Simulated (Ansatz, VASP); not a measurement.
# One calculation of Ti, two programs

```
Ti
1.0
     2.95000    0.00000    0.00000
    -1.47500    2.55477    0.00000
     0.00000    0.00000    4.68600
Ti
2
Direct
  0.33333 0.66667 0.25000
  0.66667 0.33333 0.75000
```

Alike in both runs: task relaxation of cell and atoms; functional r2SCAN; k mesh 12 × 12 × 7; occupations fermi-dirac, width 0.05 eV; collinear spin.

|  | VASP | Ansatz |
| --- | --- | --- |
| version | VASP 6.6.1 | Ansatz 0.2.0 |
| potentials or method | VASP PAW PBE potentials, release 64 (Ti_sv), cutoff 600 eV | plane waves (500 eV) with PAW, scalar-relativistic |
| valence electrons in the cell | 24 | 24 |

|  | VASP | Ansatz | Ansatz less VASP |
| --- | --- | --- | --- |
| net moment per atom (μB) | 0.00 | 0.00 | 0.000 |
| relaxed volume (Å³/atom) | 17.36 | 17.31 | -0.057 |
| relaxed cell length with the largest relative difference (Å) | 2.939 | 2.935 | -0.0036 |

VASP's potentials were made for PBE, not for r2SCAN. Ansatz's warnings: seeded moment not kept.
